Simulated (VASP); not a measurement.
# PtPb (P6_3/mmc) in VASP: further runs, part 2 of 3

VASP 6.6.1. Earlier steps stand in the parts before.

**3. Electric field gradients, LDA**

This run uses another cell than the first one, of 21.34 Å³/atom.

The input, INCAR:

```
PREC = Accurate ; ENCUT = 430
EDIFF = 1E-8 ; ISMEAR = -1
SIGMA = 0.05 ; LREAL = F
LASPH = T ; NELM = 120
ALGO = Normal ; ISIF = 2
LWAVE = F ; LCHARG = F
GGA = CA ; LEFG = T
NBANDS = 40 ; GGA_COMPAT = F
```

The input, KPOINTS:

```
Automatic mesh
0
Gamma
  10 10 7
```

The input, POSCAR:

```
PtPb
1.0
    4.2500008807      0.0000000000      0.0000000000
   -2.1250004404      3.6806087288      0.0000000000
    0.0000000000      0.0000000000      5.4560000000
Pt Pb
2 2
Direct
    0.3333333333      0.6666666667      0.2500000000
    0.6666666667      0.3333333333      0.7500000000
    0.0000000000      0.0000000000      0.0000000000
    0.0000000000      0.0000000000      0.5000000000
```

Potentials or basis: VASP PAW LDA potentials, release 64 (Pt_sv_GW, Pb_d).

Command:

```sh
$ cat potpaw_LDA.64/Pt_sv_GW/POTCAR potpaw_LDA.64/Pb_d/POTCAR > POTCAR
$ mpirun -np 1 vasp_std > vasp.out
```

OUTCAR:

```text
PREC = Accurate
   ENCUT = 430
   EDIFF = 1E-8
   ISMEAR = -1
   LREAL = F
   LASPH = T
   NELM = 120
   ISIF = 2
   GGA = CA

 ion  position               nearest neighbor table
   1  0.333  0.667  0.250-   3 2.81   4 2.81   3 2.81   4 2.81   3 2.81   4 2.81
   2  0.667  0.333  0.750-   3 2.81   4 2.81   3 2.81   4 2.81   3 2.81   4 2.81
   3  0.000  0.000  0.000-   4 2.73   4 2.73   1 2.81   2 2.81   2 2.81   1 2.81   2 2.81   1 2.81

   4  0.000  0.000  0.500-   3 2.73   3 2.73   1 2.81   2 2.81   2 2.81   1 2.81   2 2.81   1 2.81

  LATTYP: Found a hexagonal cell.
 ALAT       =     4.2500008807
 C/A-ratio  =     1.2837644399

  Lattice vectors:

 A1 = (   4.2500008807,   0.0000000000,   0.0000000000)
 A2 = (  -2.1250004404,   3.6806087288,   0.0000000000)
 A3 = (   0.0000000000,   0.0000000000,   5.4560000000)

Analysis of symmetry for initial positions (statically):
=====================================================================
 Subroutine PRICEL returns:
 Original cell was already a primitive cell.

 Routine SETGRP: Setting up the symmetry group for a
 hexagonal supercell.

 Subroutine GETGRP returns: Found 24 space group operations
 (whereof 12 operations were pure point group operations)
 out of a pool of 24 trial point group operations.

The static configuration has the point symmetry D_3d.
 The point group associated with its full space group is D_6h.

Analysis of symmetry for dynamics (positions and initial velocities):
=====================================================================
 Subroutine PRICEL returns:
 Original cell was already a primitive cell.

 Routine SETGRP: Setting up the symmetry group for a
 hexagonal supercell.

 Subroutine GETGRP returns: Found 24 space group operations
 (whereof 12 operations were pure point group operations)
 out of a pool of 24 trial point group operations.

The dynamic configuration has the point symmetry D_3d.
 The point group associated with its full space group is D_6h.

 Subroutine INISYM returns: Found 24 space group operations
 (whereof 12 operations are pure point group operations),
 and found     1 'primitive' translations

----------------------------------------------------------------------------------------

                                     Primitive cell

  volume of cell :      85.3460

  direct lattice vectors                    reciprocal lattice vectors
     4.250000881  0.000000000  0.000000000     0.235294069  0.135847094  0.000000000
    -2.125000440  3.680608729  0.000000000     0.000000000  0.271694188  0.000000000
     0.000000000  0.000000000  5.456000000     0.000000000  0.000000000  0.183284457

  length of vectors
     4.250000881  4.250000881  5.456000000     0.271694188  0.271694188  0.183284457

  position of ions in fractional coordinates (direct lattice)
     0.333333333  0.666666667  0.250000000
     0.666666667  0.333333333  0.750000000
     0.000000000  0.000000000  0.000000000
     0.000000000  0.000000000  0.500000000

  ion indices of the primitive-cell ions
   primitive index   ion index
                 1           1
                 2           2
                 3           3
[... 84 lines left out ...]
   NELECT =      64.0000    total number of electrons
   NUPDOWN=      -1.0000    fix difference up-down
   EMIN   =  10.00;   EMAX   =-10.00  energy-range for DOS
   EFERMI =   0.00;   METHOD = LEGACY
   ISMEAR =    -1;   SIGMA  =   0.05  broadening in eV -4-tet -1-fermi 0-gaus
   EFERMI_NEDOS =   21; number of points for ismear=-14 and -15
   IALGO  =     38    algorithm
   IMIX   =      4    mixing-type and parameters
     AMIX     =   0.40;   BMIX     =  1.00
     AMIX_MAG =   1.60;   BMIX_MAG =  1.00
  volume/ion in A,a.u.               =      21.34       143.99
  Fermi-wavevector in a.u.,A,eV,Ry     =   1.487329  2.810645 30.098108  2.212149
  Thomas-Fermi vector in A             =   2.600504
   LORBIT       =      0    0 simple, 1 ext, 2 COOP (PROOUT), +10 PAW based schemes
   GGA     = CA    functional components
   LHFCALC =     F    Hartree Fock is set to
   AEXX    =    0.0000 exact exchange contribution
   IVDW    =     0    specifies the selected vdW correction
   LEPSILON=     F    determine dielectric tensor
   LRPA    =     F    only Hartree local field effects (RPA)
 non-spin polarized calculation
  energy-cutoff  :      430.00
  volume of cell :       85.35
 maximum number of plane-waves:      1743
 NGX is ok and might be reduce to    30
   NGX = 15   NGY = 15   NGZ = 19

 number of electron      63.9999991 magnetization

 Free energy of the ion-electron system (eV)
  ---------------------------------------------------
  ext. energy  EPLUGINS =         0.00000000
  ---------------------------------------------------
  free energy    TOTEN  =       -21.28989119 eV

  energy without entropy =      -21.26970951  energy(sigma->0) =      -21.27980035

 E-fermi :   8.5140     XC(G=0): -12.0451

 val. band max:        8.5068153246   @ k =   0.1000   0.1000   0.2857
 cond. band min:       8.5244740127   @ k =   0.2000   0.2000   0.1429
 fundamental gap:      0.0176586881
 Fermi energy:         8.5140091407

 k-point     1 :       0.0000    0.0000    0.0000
  band No.  band energies     occupation
      1     -88.9847      2.00000
      2     -88.9842      2.00000
      3     -43.5627      2.00000
      4     -43.5627      2.00000
      5     -43.5581      2.00000
      6     -43.5581      2.00000
[... 1021 lines left out ...]
     39      15.9065      0.00000
     40      18.3640      0.00000

 [... further k-points ...]
[... 5 lines left out ...]
  --------------------------------------------------------------------------------------
  -------------------------------------------------------------------------------------
  Total       -1.7749146     -1.7749146     12.1867887      0.0000000     -0.0000000      0.0000000
  in kB      -33.3200015    -33.3200015    228.7793551      0.0000000     -0.0000000      0.0000000
  external PRESSURE =      54.0464507 kB  Pullay stress =       0.0000000 kB

 VOLUME and BASIS-vectors are now :
 -----------------------------------------------------------------------------
  energy-cutoff  :      430.00
  volume of cell :       85.35
      direct lattice vectors                 reciprocal lattice vectors
     4.250000881  0.000000000  0.000000000     0.235294069  0.135847094  0.000000000
    -2.125000440  3.680608729  0.000000000     0.000000000  0.271694188  0.000000000
     0.000000000  0.000000000  5.456000000     0.000000000  0.000000000  0.183284457

 POSITION                                       TOTAL-FORCE (eV/Angst)
 -----------------------------------------------------------------------------------
     -0.00000      2.45374      1.36400         0.000000      0.000000     -0.000000
      2.12500      1.22687      4.09200        -0.000000     -0.000000      0.000000
      0.00000      0.00000      0.00000         0.000000      0.000000      0.000000
      0.00000      0.00000      2.72800         0.000000      0.000000      0.000000
 -----------------------------------------------------------------------------------
    total drift:                               -0.000000      0.000000      0.000000

  FREE ENERGIE OF THE ION-ELECTRON SYSTEM (eV)
  ---------------------------------------------------
  free  energy   TOTEN  =       -21.2898911880 eV

  energy  without entropy=      -21.2697095138  energy(sigma->0) =      -21.27980035

 Electric field gradients (V/A^2)
---------------------------------------------------------------------
 ion       V_xx      V_yy      V_zz      V_xy      V_xz      V_yz
---------------------------------------------------------------------
   1     -17.434   -17.434    34.869    -0.000     0.000    -0.000
   2     -17.434   -17.434    34.869    -0.000    -0.000     0.000
   3      -5.065    -5.067    10.132    -0.002    -0.000     0.000
   4      -5.065    -5.067    10.132    -0.002     0.000    -0.000
---------------------------------------------------------------------

 Electric field gradients after diagonalization (V/A^2)
 (convention: |V_zz| > |V_xx| > |V_yy|)
----------------------------------------------------------------------
 ion       V_xx      V_yy      V_zz     asymmetry (V_yy - V_xx)/ V_zz
----------------------------------------------------------------------
   1     -17.434   -17.434    34.869       0.000
   2     -17.434   -17.434    34.869       0.000
   3      -5.068    -5.064    10.132       0.000
   4      -5.068    -5.064    10.132       0.000
----------------------------------------------------------------------

           NMR quadrupolar parameters

 Cq : quadrupolar parameter    Cq=e*Q*V_zz/h
 eta: asymmetry parameters     (V_yy - V_xx)/ V_zz
 Q  : nuclear electric quadrupole moment in mb (millibarn)
----------------------------------------------------------------------
 ion       Cq(MHz)       eta       Q (mb)
----------------------------------------------------------------------
   1       0.084       0.000       1.000
   2       0.084       0.000       1.000
   3       0.024       0.000       1.000
   4       0.024       0.000       1.000
----------------------------------------------------------------------
```

OSZICAR:

```text
N       E                     dE             d eps       ncg     rms          rms(c)
DAV:   1     0.104107015131E+04    0.10411E+04   -0.31787E+04  4944   0.179E+03
DAV:   2     0.983998654395E+02   -0.94267E+03   -0.90653E+03  4832   0.628E+02
DAV:   3    -0.181385645079E+02   -0.11654E+03   -0.10901E+03  5752   0.231E+02
DAV:   4    -0.237517662733E+02   -0.56132E+01   -0.55381E+01  5816   0.519E+01
DAV:   5    -0.239560843921E+02   -0.20432E+00   -0.20421E+00  6336   0.932E+00    0.104E+02
DAV:   6    -0.215801196529E+02    0.23760E+01   -0.13583E+01  5984   0.199E+01    0.555E+01
DAV:   7    -0.216090804049E+02   -0.28961E-01   -0.38863E+00  5944   0.181E+01    0.197E+01
DAV:   8    -0.212880122561E+02    0.32107E+00   -0.78002E-01  5848   0.635E+00    0.110E+00
DAV:   9    -0.212905066049E+02   -0.24943E-02   -0.68721E-02  5976   0.172E+00    0.951E-01
DAV:  10    -0.212901608493E+02    0.34576E-03   -0.73321E-03  5520   0.627E-01    0.519E-01
DAV:  11    -0.212899339962E+02    0.22685E-03   -0.50315E-04  5976   0.210E-01    0.150E-01
DAV:  12    -0.212898906964E+02    0.43300E-04   -0.18146E-04  6408   0.821E-02    0.270E-02
DAV:  13    -0.212898916450E+02   -0.94852E-06   -0.84733E-06  6296   0.201E-02    0.219E-02
DAV:  14    -0.212898912137E+02    0.43126E-06   -0.11201E-06  6072   0.735E-03    0.489E-03
DAV:  15    -0.212898911855E+02    0.28156E-07   -0.15925E-07  4712   0.238E-03    0.259E-03
DAV:  16    -0.212898911880E+02   -0.24156E-08   -0.10070E-08  3336   0.861E-04
   1 F= -.21289891E+02 E0= -.21279800E+02  d E =-.201817E-01
```

stdout:

```text
POSCAR found type information on POSCAR PtPb
 POSCAR found :  2 types and       4 ions
 scaLAPACK will be used
 LDA part: xc-table for (Slater(with rela. corr.)+CA(PZ))
 , standard interpolation
 POSCAR, INCAR and KPOINTS ok, starting setup
 FFT: planning ... GRIDC
 FFT: planning ... GRID_SOFT
 FFT: planning ... GRID
 WAVECAR not read
 entering main loop
ion   1

ion   2

ion   3

ion   4
```

It took 1.9 min on 1 thread of Intel Xeon Platinum 8488C (Sapphire Rapids), shared host; peak memory 0.24 GiB.

What came out:

| Quantity | Value |
| --- | --- |
| Free energy | -21.2899 eV |
| Pressure | 5.4 GPa |
| Band gap on the k mesh | zero (bands 32 and 33 overlap by 2.89 eV) |
| Largest electric field gradient by atom | Pt +34.9; Pb +10.1 V/Å² |

Electric field gradients, principal values (V/Å²):
| atom | least | middle | greatest (by size) |
| --- | --- | --- | --- |
| 1 Pt | -17.434 | -17.434 | 34.869 |
| 2 Pt | -17.434 | -17.434 | 34.869 |
| 3 Pb | -5.064 | -5.068 | 10.132 |
| 4 Pb | -5.064 | -5.068 | 10.132 |

Caveat: the stress differs along the axes, from -3 to 23 GPa; without QUAD_EFG the Cq values of the log hold for a quadrupole moment of 1 mb, not for the nuclei; spin-orbit coupling is left out, which moves the levels of the heavy elements.

(Part 2 of 3 ends here.)

The gap in the log of VASP goes by the Fermi energy; the results here count the filled bands.